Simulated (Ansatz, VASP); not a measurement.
# InP in VASP and in Ansatz

```xyz
2
Lattice="0.0000 2.6867 3.2240 2.6867 0.0000 3.2240 2.6867 2.6867 0.0000" Properties=species:S:1:pos:R:3 pbc="T T T"
In    0.0000    0.0000    0.0000
P     2.6867    2.6867    3.2240
```

Alike in both runs: task single point; functional PBEsol; k mesh 6 × 6 × 6; occupations gaussian, width 0.15 eV; no spin polarisation.

|  | VASP | Ansatz |
| --- | --- | --- |
| version | VASP 6.6.1 | Ansatz 0.2.0 |
| potentials or method | VASP PAW PBE potentials, release 64 (In_d, P), cutoff 520 eV | scalar-relativistic, plane waves, PAW |
| valence electrons in the cell | 18 | 18 |

```csv
,VASP,Ansatz,Ansatz less VASP
gap on the k mesh at the Fermi level (eV),none,none,-
pressure (GPa),-5.1,-5.1,-0.01
"traceless stress, the component that is largest in VASP (GPa)",-4.63,-4.61,+0.017
```

VASP's potentials were made for PBE, not for PBEsol. A gap of «none» marks a metal or a gap that the smearing closes.
